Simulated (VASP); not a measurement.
# AgCl (Fm-3m) in VASP: a series of runs

AgCl is run at these levels: PBEsol, PBE; tasks: single point.

All numbers are computed with VASP 6.6.1; they aren't measurements. Logs are shortened: lines on timing, memory, paths and dates and some standing lists are left out, and cuts for length are marked.

**1. The cell of the first run**

It takes space group Fm-3m (No. 225, cubic). Conventional cell: a = 5.339 Å, b = 5.339 Å, c = 5.339 Å, α = 90.00°, β = 90.00°, γ = 90.00°. Ag (site symmetry m-3m) has 6 Cl at 2.67 Å within 3.5 Å. Cl (site symmetry m-3m) has 6 Ag at 2.67 Å within 3.5 Å.

**2. Single point, PBEsol**

The input, INCAR:

```
ALGO = Normal ; EDIFF = 1E-7
ENCUT = 520 ; GGA = PS
ISIF = 2 ; ISMEAR = 0
LASPH = T ; LCHARG = F
LREAL = F ; LWAVE = F
NBANDS = 16 ; NELM = 60
PREC = Accurate ; SIGMA = 0.01
```

The input, KPOINTS:

```
k-points
0
Gamma
  10 10 10
```

The input, POSCAR:

```
AgCl
1.0
    0.0000000000      2.6695606142      2.6695606142
    2.6695606142      0.0000000000      2.6695606142
    2.6695606142      2.6695606142      0.0000000000
Ag Cl
1 1
Direct
    0.5000000000      0.5000000000      0.5000000000
    0.0000000000      0.0000000000      0.0000000000
```

Potentials or basis: VASP PAW PBE potentials, release 64 (Ag, Cl).

Started as:

```console
$ cat potpaw_PBE.64/Ag/POTCAR potpaw_PBE.64/Cl/POTCAR > POTCAR
$ mpirun -np 1 vasp_std > vasp.out
```

OUTCAR:

```text
EDIFF = 1E-7
   ENCUT = 520
   GGA = PS
   ISIF = 2
   ISMEAR = 0
   LASPH = T
   LREAL = F
   NELM = 60
   PREC = Accurate

 ion  position               nearest neighbor table
   1  0.500  0.500  0.500-   2 2.67   2 2.67   2 2.67   2 2.67   2 2.67   2 2.67
   2  0.000  0.000  0.000-   1 2.67   1 2.67   1 2.67   1 2.67   1 2.67   1 2.67

  LATTYP: Found a face centered cubic cell.
 ALAT       =     5.3391212284

  Lattice vectors:

 A1 = (   0.0000000000,   2.6695606142,   2.6695606142)
 A2 = (   2.6695606142,   0.0000000000,   2.6695606142)
 A3 = (   2.6695606142,   2.6695606142,   0.0000000000)

Analysis of symmetry for initial positions (statically):
=====================================================================
 Subroutine PRICEL returns:
 Original cell was already a primitive cell.

 Routine SETGRP: Setting up the symmetry group for a
 face centered cubic supercell.

 Subroutine GETGRP returns: Found 48 space group operations
 (whereof 48 operations were pure point group operations)
 out of a pool of 48 trial point group operations.

The static configuration has the point symmetry O_h .

Analysis of symmetry for dynamics (positions and initial velocities):
=====================================================================
 Subroutine PRICEL returns:
 Original cell was already a primitive cell.

 Routine SETGRP: Setting up the symmetry group for a
 face centered cubic supercell.

 Subroutine GETGRP returns: Found 48 space group operations
 (whereof 48 operations were pure point group operations)
 out of a pool of 48 trial point group operations.

The dynamic configuration has the point symmetry O_h .

 Subroutine INISYM returns: Found 48 space group operations
 (whereof 48 operations are pure point group operations),
 and found     1 'primitive' translations

----------------------------------------------------------------------------------------

                                     Primitive cell

  volume of cell :      38.0495

  direct lattice vectors                    reciprocal lattice vectors
     0.000000000  2.669560614  2.669560614    -0.187296740  0.187296740  0.187296740
     2.669560614  0.000000000  2.669560614     0.187296740 -0.187296740  0.187296740
     2.669560614  2.669560614  0.000000000     0.187296740  0.187296740 -0.187296740

  length of vectors
     3.775328826  3.775328826  3.775328826     0.324407470  0.324407470  0.324407470

  position of ions in fractional coordinates (direct lattice)
     0.500000000  0.500000000  0.500000000
     0.000000000  0.000000000  0.000000000

  ion indices of the primitive-cell ions
   primitive index   ion index
                 1           1
                 2           2

----------------------------------------------------------------------------------------

 KPOINTS: k-points

Automatic generation of k-mesh.
 Grid dimensions read from file:
 generate k-points for:   10   10   10

 Generating k-lattice:

  Cartesian coordinates                     Fractional coordinates (reciprocal lattice)
    -0.018729674  0.018729674  0.018729674     0.100000000  0.000000000  0.000000000
     0.018729674 -0.018729674  0.018729674     0.000000000  0.100000000  0.000000000
     0.018729674  0.018729674 -0.018729674     0.000000000  0.000000000  0.100000000

  Length of vectors
     0.032440747  0.032440747  0.032440747

  Shift w.r.t. Gamma in fractional coordinates (k-lattice)
     0.000000000  0.000000000  0.000000000

 Subroutine IBZKPT returns following result:
 ===========================================

 Found     47 irreducible k-points:

 Following reciprocal coordinates:
            Coordinates               Weight
  0.000000  0.000000  0.000000      1.000000
  0.100000  0.000000  0.000000      8.000000
  0.200000  0.000000  0.000000      8.000000
  0.300000  0.000000  0.000000      8.000000
  0.400000  0.000000  0.000000      8.000000
  0.500000  0.000000  0.000000      4.000000
[... 16 lines left out ...]
  0.300000  0.300000  0.000000      6.000000
  0.400000  0.300000  0.000000     24.000000
 [... further k-points ...]
   k-points           NKPTS =     47   k-points in BZ     NKDIM =     47   number of bands    NBANDS=     16
   number of dos      NEDOS =    301   number of ions     NIONS =      2
   total plane-waves  NPLWV =  21952
   dimension x,y,z NGX =    28 NGY =   28 NGZ =   28
   dimension x,y,z NGXF=    56 NGYF=   56 NGZF=   56
   ions per type =               1   1
   NGX,Y,Z   is equivalent  to a cutoff of  12.33, 12.33, 12.33 a.u.
   NGXF,Y,Z  is equivalent  to a cutoff of  24.66, 24.66, 24.66 a.u.
 SYSTEM =  unknown system
   PREC   = accura    normal or accurate (medium, high low for compatibility)
   ISTART =      0    job   : 0-new  1-cont  2-samecut
   ICHARG =      2    charge: 1-file 2-atom 10-const
   ISPIN  =      1    spin polarized calculation?
   LNONCOLLINEAR =      F non collinear calculations
   LSORBIT =      F    spin-orbit coupling
   LASPH  =      T    aspherical Exc in radial PAW
   ENCUT  =  520.0 eV  38.22 Ry    6.18 a.u.   7.02  7.02  7.02*2*pi/ulx,y,z
   NELM   =     60;   NELMIN=  2; NELMDL= -5     # of ELM steps
   EDIFF  = 0.1E-06   stopping-criterion for ELM
   LREAL  =      F    real-space projection
   EDIFFG = 0.1E-05   stopping-criterion for IOM
   NSW    =      0    number of steps for IOM
   IBRION =     -1    ionic relax: 0-MD 1-quasi-New 2-CG
   NFREE  =      0    steps in history (QN), initial steepest desc. (CG)
   ISIF   =      2    stress and relaxation
   ISYM   =      2    0-nonsym 1-usesym 2-fastsym
   POTIM  = 0.5000    time-step for ionic-motion
   TEBEG  =    0.0;   TEEND  =   0.0 temperature during run
   PSTRESS=    0.0 pullay stress
   NELECT =      18.0000    total number of electrons
   NUPDOWN=      -1.0000    fix difference up-down
   EMIN   =  10.00;   EMAX   =-10.00  energy-range for DOS
   EFERMI =   0.00;   METHOD = LEGACY
   ISMEAR =     0;   SIGMA  =   0.01  broadening in eV -4-tet -1-fermi 0-gaus
   EFERMI_NEDOS =   21; number of points for ismear=-14 and -15
   IALGO  =     38    algorithm
   IMIX   =      4    mixing-type and parameters
     AMIX     =   0.40;   BMIX     =  1.00
     AMIX_MAG =   1.60;   BMIX_MAG =  1.00
  volume/ion in A,a.u.               =      19.02       128.39
  Fermi-wavevector in a.u.,A,eV,Ry     =   1.275604  2.410542 22.138932  1.627166
  Thomas-Fermi vector in A             =   2.408307
   LORBIT       =      0    0 simple, 1 ext, 2 COOP (PROOUT), +10 PAW based schemes
   GGA     = PS    functional components
   LHFCALC =     F    Hartree Fock is set to
   AEXX    =    0.0000 exact exchange contribution
   IVDW    =     0    specifies the selected vdW correction
   LEPSILON=     F    determine dielectric tensor
   LRPA    =     F    only Hartree local field effects (RPA)
 non-spin polarized calculation
 Gauss-broadening in eV      SIGMA  =   0.01
  energy-cutoff  :      520.00
  volume of cell :       38.05
 maximum number of plane-waves:      1034
   NGX = 13   NGY = 13   NGZ = 13

 number of electron      18.0000002 magnetization

 Free energy of the ion-electron system (eV)
  ---------------------------------------------------
  ext. energy  EPLUGINS =         0.00000000
  ---------------------------------------------------
  free energy    TOTEN  =        -6.03364241 eV

  energy without entropy =       -6.03364241  energy(sigma->0) =       -6.03364241

 E-fermi :   5.4000     XC(G=0): -10.8223

 val. band max:        5.2565763009   @ k =   0.5000   0.0000   0.0000
 cond. band min:       5.9877318242   @ k =   0.0000   0.0000   0.0000
 fundamental gap:      0.7311555233
 Fermi energy:         5.3999955825

 k-point     1 :       0.0000    0.0000    0.0000
  band No.  band energies     occupation
      1     -10.7158      2.00000
      2       2.2507      2.00000
      3       2.2507      2.00000
      4       2.2507      2.00000
      5       2.2988      2.00000
      6       2.2988      2.00000
[... 8 lines left out ...]
     15      19.1051      0.00000
     16      19.1055      0.00000

 k-point     2 :       0.1000    0.0000    0.0000
  band No.  band energies     occupation
      1     -10.6618      2.00000
      2       1.6532      2.00000
      3       1.6566      2.00000
      4       1.6566      2.00000
      5       2.2996      2.00000
      6       2.2996      2.00000
[... 8 lines left out ...]
     15      17.6419      0.00000
     16      17.8648      0.00000

 k-point     3 :       0.2000    0.0000    0.0000
  band No.  band energies     occupation
      1     -10.5151      2.00000
      2       0.6781      2.00000
      3       1.0662      2.00000
      4       1.0662      2.00000
      5       2.4180      2.00000
      6       2.4180      2.00000
[... 8 lines left out ...]
     15      17.3091      0.00000
     16      18.0130      0.00000

 k-point     4 :       0.3000    0.0000    0.0000
  band No.  band energies     occupation
      1     -10.3218      2.00000
      2      -0.2286      2.00000
      3       0.6204      2.00000
      4       0.6204      2.00000
      5       2.5705      2.00000
      6       2.5705      2.00000
[... 8 lines left out ...]
     15      17.7928      0.00000
     16      18.0873      0.00000
[... 324 lines left out ...]
 k-point    22 :      -0.2000    0.2000    0.0000
  band No.  band energies     occupation
      1     -10.2769      2.00000
      2      -0.2791      2.00000
      3       0.4620      2.00000
      4       0.9632      2.00000
      5       2.5054      2.00000
      6       2.6742      2.00000
[... 8 lines left out ...]
     15      19.4128      0.00000
     16      20.6009      0.00000

 k-point    23 :       0.3000    0.3000    0.0000
  band No.  band energies     occupation
      1     -10.2684      2.00000
      2      -0.2786      2.00000
      3       1.4881      2.00000
      4       1.4881      2.00000
      5       1.9499      2.00000
      6       2.4624      2.00000
[... 8 lines left out ...]
     15      20.1716      0.00000
     16      22.1812      0.00000

 k-point    24 :       0.4000    0.3000    0.0000
  band No.  band energies     occupation
      1     -10.1715      2.00000
      2      -0.3007      2.00000
      3       1.1012      2.00000
      4       1.2306      2.00000
      5       2.0872      2.00000
      6       2.6891      2.00000
[... 8 lines left out ...]
     15      20.3759      0.00000
     16      21.5142      0.00000

 [... further k-points ...]

------------------------ aborting loop because EDIFF is reached ----------------------------------------

  FORCE on cell =-STRESS in cart. coord.  units (eV):
  Direction    XX          YY          ZZ          XY          YZ          ZX
  --------------------------------------------------------------------------------------
  -------------------------------------------------------------------------------------
  Total        0.9261879      0.9261879      0.9261879      0.0000000      0.0000000     -0.0000000
  in kB       38.9996161     38.9996161     38.9996161      0.0000000      0.0000000     -0.0000000
  external PRESSURE =      38.9996161 kB  Pullay stress =       0.0000000 kB

 VOLUME and BASIS-vectors are now :
 -----------------------------------------------------------------------------
  energy-cutoff  :      520.00
  volume of cell :       38.05
      direct lattice vectors                 reciprocal lattice vectors
     0.000000000  2.669560614  2.669560614    -0.187296740  0.187296740  0.187296740
     2.669560614  0.000000000  2.669560614     0.187296740 -0.187296740  0.187296740
     2.669560614  2.669560614  0.000000000     0.187296740  0.187296740 -0.187296740

 POSITION                                       TOTAL-FORCE (eV/Angst)
 -----------------------------------------------------------------------------------
      2.66956      2.66956      2.66956        -0.000000     -0.000000     -0.000000
      0.00000      0.00000      0.00000         0.000000      0.000000      0.000000
 -----------------------------------------------------------------------------------
    total drift:                                0.000000      0.000000      0.000000

  FREE ENERGIE OF THE ION-ELECTRON SYSTEM (eV)
  ---------------------------------------------------
  free  energy   TOTEN  =        -6.0336424140 eV

  energy  without entropy=       -6.0336424140  energy(sigma->0) =       -6.03364241
```

Wall time 13 s (1 thread of AMD EPYC 9R45 (Zen 5), shared host); peak memory 0.14 GiB.

Results:

```yaml
Free_energy: -6.0336 eV
Pressure: 3.9 GPa
Band_gap_on_the_k_mesh: 0.73 eV (least direct gap 3.40 eV)
```

Levels at points of the mesh, in eV from the valence-band top:
```tsv
k point	band 7	band 8	band 9	band 10	band 11	band 12
(0.00, 0.00, 0.00)	-2.82	-2.82	-2.82	0.73	10.70	10.70
(0.50, 0.00, 0.00)	-2.13	0.00	0.00	3.69	7.10	7.29
(0.50, 0.50, 0.00)	-2.35	-2.35	-2.17	2.02	7.70	8.85
```

Caveat: the cell stands under pressure; the PAW data sets were made with another functional, which shifts forces and pressure a little.

**3. Single point, PBE**

This run uses another cell than the first one, of 20.44 Å³/atom.

The input, INCAR:

```
SYSTEM = AgCl
ALGO = Normal ; EDIFF = 1E-6
ENCUT = 520 ; GGA = PE
ISIF = 2 ; ISMEAR = 0
LASPH = .True. ; LCHARG = .True.
LELF = .True. ; LREAL = .False.
LVHAR = .True. ; LWAVE = .False.
NBANDS = 16 ; NELM = 80
PREC = Accurate ; SIGMA = 0.01
```

The input, KPOINTS:

```
k-points
0
Gamma
  10 10 10
  0 0 0
```

The input, POSCAR:

```
AgCl
1.0
    0.0000000000      2.7341829292      2.7341829292
    2.7341829292      0.0000000000      2.7341829292
    2.7341829292      2.7341829292      0.0000000000
Ag Cl
1 1
Direct
    0.5000000000      0.5000000000      0.5000000000
    0.0000000000      0.0000000000      0.0000000000
```

Potentials or basis: VASP PAW PBE potentials, release 64 (Ag, Cl).

Started as:

```console
$ cat potpaw_PBE.64/Ag/POTCAR potpaw_PBE.64/Cl/POTCAR > POTCAR
$ mpirun -np 1 vasp_std > vasp.out
```

Wall time 16 s (1 thread of AMD EPYC 9R45 (Zen 5), shared host); peak memory 0.15 GiB.

It converged, with:

* Free energy: -5.3648 eV
* Pressure: 3.8 GPa
* Band gap on the k mesh: 0.90 eV (least direct gap 3.26 eV)

Levels at points of the mesh, in eV from the valence-band top:
```
           k point  band 5  band 6  band 7  band 8  band 9  band 10  band 11  band 12  band 13  band 14
(0.00, 0.00, 0.00)   -2.57   -2.57   -2.50   -2.50   -2.50     0.90    10.84    10.84    10.84    12.31
(0.50, 0.00, 0.00)   -2.21   -2.21   -1.88    0.00    0.00     4.12     6.77     7.59     7.59    13.71
(0.50, 0.50, 0.00)   -2.98   -2.37   -2.08   -2.08   -1.96     2.31     7.96     8.77    11.73    11.73
```

Caveat: the cell stands under pressure. A k mesh can miss the band edges.
